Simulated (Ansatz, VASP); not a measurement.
**Sn2AuO2 in VASP and in Ansatz**

```
Sn O Au
1.0
     3.82017    0.00000    0.00000
     0.00000    3.82017    0.00000
     0.00000    0.00000   19.36304
Sn O Au
2 2 1
Cartesian
  1.9101 0.0000 4.0000
  0.0000 1.9101 6.3630
  0.0000 0.0000 5.1815
  1.9101 1.9101 5.1815
  0.0000 2.3876 8.5630
```

Alike in both runs: task single point; functional PBE; dispersion D3(BJ); k mesh 7 × 7 × 1; occupations gaussian, width 0.05 eV; collinear spin.

```csv
,VASP,Ansatz
version,VASP 6.6.1,Ansatz 0.2.0
potentials or method,"VASP PAW PBE potentials, release 64 (Sn_d, O, Au), cutoff 520 eV","scalar-relativistic, plane waves, PAW"
valence electrons in the cell,51,59
```

|  | VASP | Ansatz | Ansatz less VASP |
| --- | --- | --- | --- |
| gap on the k mesh at the Fermi level (eV) | none | none | - |
| rms of the force components (eV/Å) | 2.213 | 2.201 | -0.0113 |
| net moment per atom (μB) | 0.01 | 0.01 | 0.000 |

A gap of «none» marks a metal or a gap that the smearing closes. VASP's potentials hold 51 valence electrons a cell and Ansatz's 59, so a difference there can come from the potentials and not from the codes. Ansatz's warnings: seeded moment not kept.

Spin-orbit coupling is off throughout.
